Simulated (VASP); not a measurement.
Wanted: the native input for a VASP 6.6.1 run.

```
Task                   : single point
Functional             : LDA
Potentials or basis    : VASP PAW LDA potentials, release 64 (K_sv, Li_sv, Cu_sv_GW, F)
Cutoff                 : 880 eV
k mesh                 : 3 × 3 × 3
Occupations            : gaussian, width 0.3 eV
Spin                   : no spin polarisation
Hubbard terms          : Cu d U = 4.0 eV
Dipole correction      : no
Further INCAR settings : ALGO = Normal; EDIFF = 1e-06; NBANDS = 52
```

The structure of K2LiCuF6 lies in POSCAR:

```
K2LiCuF6
1.0
    0.0000000000      4.0498460000      4.0498460000
    4.0498460000      0.0000000000      4.0498460000
    4.0498460000      4.0498460000      0.0000000000
K Li Cu F
2 1 1 6
Direct
    0.2500000000      0.2500000000      0.2500000000
    0.7500000000      0.7500000000      0.7500000000
    0.5000000000      0.5000000000      0.5000000000
    0.0000000000      0.0000000000      0.0000000000
    0.7604930000      0.2395070000      0.2395070000
    0.2395070000      0.7604930000      0.7604930000
    0.2395070000      0.7604930000      0.2395070000
    0.7604930000      0.2395070000      0.7604930000
    0.2395070000      0.2395070000      0.7604930000
    0.7604930000      0.7604930000      0.2395070000
```

These files were run (other wordings do the same):

INCAR

```
SYSTEM = K2LiCuF6
  PREC = Accurate
  ENCUT = 880
  EDIFF = 1E-6
  ISMEAR = 0
  SIGMA = 0.3
  LREAL = .False.
  LASPH = .True.
  NELM = 200
  ALGO = Normal
  ISIF = 2
  LWAVE = .False.
  LCHARG = .False.
  LMAXMIX = 4
  LDAU = .True.
  LDAUTYPE = 2
  LDAUL = -1 -1 2 -1
  LDAUU = 0 0 4 0
  LDAUJ = 0 0 0 0
  LDAUPRINT = 1
  GGA = CA
  NBANDS = 52
  GGA_COMPAT = .False.
```

KPOINTS

```
Automatic mesh
0
Gamma
  3 3 3
  0 0 0
```

Potentials or basis: VASP PAW LDA potentials, release 64 (K_sv, Li_sv, Cu_sv_GW, F).

The run is started by

```bash
$ cat potpaw_LDA.64/K_sv/POTCAR potpaw_LDA.64/Li_sv/POTCAR potpaw_LDA.64/Cu_sv_GW/POTCAR potpaw_LDA.64/F/POTCAR > POTCAR
$ mpirun -np 1 vasp_std > vasp.out
```

It gave:

```yaml
Pressure: -7.8 GPa
Largest_force: 0.322 eV/Å
Band_gap_on_the_k_mesh: zero (bands 41 and 42 overlap by 0.17 eV)
```

Caveat: the k points lie up to 0.45 Å⁻¹ apart; so wide a smearing shifts energies and pressures; U without spin polarisation on a metal has little footing.

It took 93 s on 1 thread of Intel(R) Xeon(R) Platinum 8259CL CPU @ 2.50GHz (Skylake/Cascade Lake), on a shared host, peak memory 0.36 GiB.
